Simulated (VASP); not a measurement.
A run of VASP 6.6.1:

File INCAR:

```
PREC = Accurate ; ENCUT = 520
EDIFF = 1E-6 ; ISMEAR = -1
SIGMA = 0.08 ; LREAL = False
LASPH = True ; NELM = 80
ALGO = Normal ; ISIF = 2
LWAVE = False ; LCHARG = True
GGA = PE ; LELF = True
LVHAR = True ; NBANDS = 24
```

File KPOINTS:

```
regular mesh
0
Gamma
  10 10 14
```

Contents of POSCAR:

```
Ta
1.0
    3.8255120053      0.0000000000      0.0000000000
   -1.9127560027      3.3129905791      0.0000000000
    0.0000000000      0.0000000000      2.2069398016
Ta
3
Direct
    0.0000000000      0.0000000000      0.0000000000
    0.3333333333      0.6666666667      0.5000000000
    0.6666666667      0.3333333333      0.5000000000
```

Potentials or basis: VASP PAW PBE potentials, release 64 (Ta_pv).

Command:

```sh
$ cat potpaw_PBE.64/Ta_pv/POTCAR > POTCAR
$ mpirun -np 1 vasp_std > vasp.out
```

Hardware: 1 thread of Intel(R) Xeon(R) 6975P-C (Granite Rapids) (shared host).

How long does it take, and how much memory?

It took 25 s on 1 thread of Intel(R) Xeon(R) 6975P-C (Granite Rapids), with other jobs on the host, peak memory 0.17 GiB. Counts: scf iterations 12, k points 112.
